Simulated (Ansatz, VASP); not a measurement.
# One calculation of ZnO, two programs

```
CELL_PARAMETERS angstrom
3.23735 0.00000 0.00000
-1.61868 2.80363 0.00000
0.00000 0.00000 5.22206
ATOMIC_POSITIONS crystal
Zn 0.66667 0.33333 0.50059
Zn 0.33333 0.66667 0.00059
O 0.66667 0.33333 0.87972
O 0.33333 0.66667 0.37972
```

Alike in both runs: task relaxation of cell and atoms; functional PBEsol; k mesh 12 × 12 × 6; occupations gaussian, width 0.02 eV; no spin polarisation.

|  | VASP | Ansatz |
| --- | --- | --- |
| version | VASP 6.6.1 | Ansatz 0.2.0 |
| potentials or method | VASP PAW PBE potentials, release 64 (Zn, O), cutoff 600 eV | scalar-relativistic, plane waves, PAW |
| valence electrons in the cell | 36 | 36 |

|  | VASP | Ansatz | Ansatz less VASP |
| --- | --- | --- | --- |
| gap on the k mesh at the Fermi level, each at its own relaxed structure (eV) | 0.68 | 0.70 | +0.020 |
| relaxed volume (Å³/atom) | 11.84 | 11.78 | -0.060 |
| relaxed length of the cell vector where the two differ most in proportion (Å) | 3.236 | 3.230 | -0.0057 |

VASP's potentials were made for PBE, not for PBEsol.
